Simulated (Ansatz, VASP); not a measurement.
## Sn in VASP and in Ansatz

```
Sn
1.0
     3.02880    0.00000    0.00000
     0.00000    3.02880    0.00000
     0.00000    0.00000    3.02880
Sn
1
Direct
  0.00000 0.00000 0.00000
```

Alike in both runs: functional PBEsol; k mesh 10 × 10 × 10; occupations fermi-dirac, width 0.1 eV; no spin polarisation.

Ansatz relaxed the structure, and its values are those at the end. VASP's run is a single point on that final structure, the one shown.

```csv
,VASP,Ansatz
version,VASP 6.6.1,Ansatz 0.2.0
potentials or method,"VASP PAW PBE potentials, release 64 (Sn_d), cutoff 520 eV","plane waves (420 eV) with PAW, scalar-relativistic"
valence electrons in the cell,14,14
```

|  | VASP | Ansatz | Ansatz less VASP |
| --- | --- | --- | --- |
| pressure (GPa) | 0.0 | 0.0 | +0.03 |

VASP's potentials were made for PBE, not for PBEsol, and Ansatz warns of the same on its side. With one functional, cell and mesh, what is left measures potentials, basis and numerics.
